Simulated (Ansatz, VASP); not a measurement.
CdGe3: VASP beside Ansatz

INCAR

```
PREC = Accurate
ENCUT = 520
EDIFF = 1E-6
ISMEAR = -1
SIGMA = 0.05
LREAL = False
LASPH = True
NELM = 80
ALGO = Normal
ISIF = 2
LWAVE = False
LCHARG = False
GGA = PE
NBANDS = 35
```

The input KPOINTS:

```
regular mesh
0
Gamma
  9 9 9
```

Contents of POSCAR:

```
CdGe3
1.0
   -2.0860839560      2.0860839560      4.5937915282
    2.0860839560     -2.0860839560      4.5937915282
    2.0860839560      2.0860839560     -4.5937915282
Cd Ge
1 3
Direct
    0.0000000000      0.0000000000      0.0000000000
    0.5000000000      0.5000000000      0.0000000000
    0.2500000000      0.7500000000      0.5000000000
    0.7500000000      0.2500000000      0.5000000000
```

input.yaml

```yaml
crystal:
  lattice:
    - [-2.086083956, 2.086083956, 4.5937915282]
    - [2.086083956, -2.086083956, 4.5937915282]
    - [2.086083956, 2.086083956, -4.5937915282]
  atoms:
    - { symbol: Cd, position: [0.0, 0.0, 0.0] }
    - { symbol: Ge, position: [0.5, 0.5, 0.0] }
    - { symbol: Ge, position: [0.25, 0.75, 0.5] }
    - { symbol: Ge, position: [0.75, 0.25, 0.5] }
hamiltonian:
  xc: pbe
  pseudopotentials: { kind: paw }
kpoints:
  mp_grid: { grid: [9, 9, 9] }
scf:
  occupations: { method: fermi_dirac, width: 0.05 }
output:
  forces: true
  stress: true
  eigenvalues: true
  write_density: true
  write_potential: true
  elf: true
  volumetric_format: npy
```

Alike in both runs: task single point; functional PBE; k mesh 9 × 9 × 9; occupations fermi-dirac, width 0.05 eV; no spin polarisation.

|  | VASP | Ansatz |
| --- | --- | --- |
| version | VASP 6.6.1 | Ansatz 0.2.0 |
| potentials or method | VASP PAW PBE potentials, release 64 (Cd, Ge_d) | Ansatz PAW |
| plane-wave cutoff (eV) | 520 | 420 |
| valence electrons in the cell | 54 | 62 |

|  | VASP | Ansatz | Ansatz less VASP |
| --- | --- | --- | --- |
| gap on the k mesh at the Fermi level (eV) | none | none | - |
| pressure (GPa) | 2.1 | 1.9 | -0.23 |
| traceless stress, the component that is largest in VASP (GPa) | 0.78 | 0.79 | +0.012 |

A gap of «none» marks a metal or a gap that the smearing closes. The functional is the same, so the differences come from potentials, cutoffs and numerics. VASP's potentials hold 54 valence electrons a cell and Ansatz's 62, so a difference there can come from the potentials and not from the codes.
